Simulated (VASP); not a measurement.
# MgS: relaxation of cell and atoms with PBEsol+D3(BJ)

The system is MgS.

```
S Mg
1.0
     4.03462    0.00000    0.00000
    -2.01731    3.49409    0.00000
     0.00000    0.00000    6.43229
S Mg
2 2
Direct
  0.66667 0.33333 0.87924
  0.33333 0.66667 0.37924
  0.33333 0.66667 0.99575
  0.66667 0.33333 0.49575
```

| Item | Value |
| --- | --- |
| Program | VASP 6.6.1 |
| Task | relaxation of cell and atoms |
| Functional | PBEsol |
| Dispersion | D3(BJ) |
| Potentials or basis | VASP PAW PBE potentials, release 64 (S, Mg) |
| Cutoff | 600 eV |
| k mesh | 8 × 8 × 4 |
| Occupations | fermi-dirac, width 0.05 eV |
| Spin | no spin polarisation |
| Dipole correction | no |
| Further INCAR settings | ALGO = Normal; EDIFF = 1e-07; IBRION = 2; EDIFFG = -0.01; NSW = 60; ISIF = 3 |

| Item | Value |
| --- | --- |
| Relaxed volume | 21.87 Å³/atom |
| Relaxed cell | a = 3.989 Å, b = 3.989 Å, c = 6.348 Å, α = 90.00°, β = 90.00°, γ = 120.00° |
| Space group after relaxing (to 0.1 Å) | P6_3mc (No. 186) |
| Energy gained by relaxing | 5.3 meV/atom |
| Ionic steps | 3 |
| Pressure after relaxing | 0.0 GPa |
| Largest force after relaxing | 0.005 eV/Å |
| Band gap on the k mesh | 3.45 eV |
| Dispersion energy per atom | -0.244 eV |

Forces on the atoms (eV/Å):
```
S    0.000  0.000 -0.005
S    0.000  0.000 -0.005
Mg   0.000  0.000  0.005
Mg   0.000  0.000  0.005
```

Stress tensor (GPa, compression positive):
```
 0.05  0.00  0.00
 0.00  0.05  0.00
 0.00  0.00 -0.07
```

The path:
| step | energy change (eV) | largest force (eV/Å) | pressure (GPa) | volume (Å³) |
| --- | --- | --- | --- | --- |
| 1 | 0.0000 | 0.0450 | -2.05 | 90.68 |
| 2 | -0.0205 | 0.0031 | 0.43 | 86.92 |
| 3 | -0.0213 | 0.0053 | 0.01 | 87.50 |

Final structure:
```yaml
crystal:
  lattice:
    - [3.98927, 0.00000, 0.00000]
    - [-1.99463, 3.45481, 0.00000]
    - [0.00000, 0.00000, 6.34848]
  atoms:
    - { symbol: S, position: [0.66667, 0.33333, 0.87896] }
    - { symbol: S, position: [0.33333, 0.66667, 0.37896] }
    - { symbol: Mg, position: [0.33333, 0.66667, 0.99604] }
    - { symbol: Mg, position: [0.66667, 0.33333, 0.49604] }
```

Levels at points of the mesh, in eV from the valence-band top:
```
           k point  band 4  band 5  band 6  band 7  band 8  band 9  band 10  band 11  band 12
(0.00, 0.00, 0.00)   -0.61   -0.61   -0.17   -0.17    0.00    3.45     4.66     7.45     7.45
(0.50, 0.00, 0.00)   -2.56   -2.00   -1.32   -1.01   -0.49    4.59     5.08     5.80     7.42
(0.00, 0.00, 0.50)   -2.02   -0.40   -0.40   -0.40   -0.40    4.93     4.93     7.58     7.58
(0.50, 0.00, 0.50)   -3.28   -0.95   -0.95   -0.85   -0.85    4.52     4.52     6.25     6.25
```

Wall time 2.1 min on 1 thread of Intel Xeon 8259CL, with other jobs on the host, peak memory 0.26 GiB.

Caveat: the PAW data sets were made with another functional, which shifts forces and pressure a little.
